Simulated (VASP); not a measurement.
Al, 1 atom in the cell. It takes space group Fm-3m (No. 225, cubic). The conventional cell has a = 4.076 Å, b = 4.076 Å, c = 4.076 Å, α = 90.00°, β = 90.00°, γ = 90.00°. Within 3.8 Å of Al (site symmetry m-3m) lie 12 Al at 2.88 Å.  This cell differs from its parent crystal: volume scaled by 1.02.

| Property | Result |
| --- | --- |
| Program | VASP 6.6.1 |
| Task | single point |
| Functional | LDA |
| Potentials or basis | VASP PAW LDA potentials, release 64 (Al) |
| Cutoff | 520 eV |
| k mesh | 11 × 11 × 11 |
| Occupations | fermi-dirac, width 0.05 eV |
| Spin | no spin polarisation |
| Dipole correction | no |
| Further INCAR settings | ALGO = Normal; EDIFF = 1e-06; NBANDS = 8 |

Potentials or basis: VASP PAW LDA potentials, release 64 (Al).

The run is started by

```sh
$ cat potpaw_LDA.64/Al/POTCAR > POTCAR
$ mpirun -np 1 vasp_std > vasp.out
```

Hardware: 1 thread of AMD EPYC 9R45 96-Core Processor (Zen 5) (shared host).

**Question.** Estimate the wall time of this run.

**Answer.** It took 3.4 s on 1 thread of AMD EPYC 9R45 96-Core Processor (Zen 5) (shared host), peak memory 0.09 GiB. Counts: scf iterations 9, k points 56.
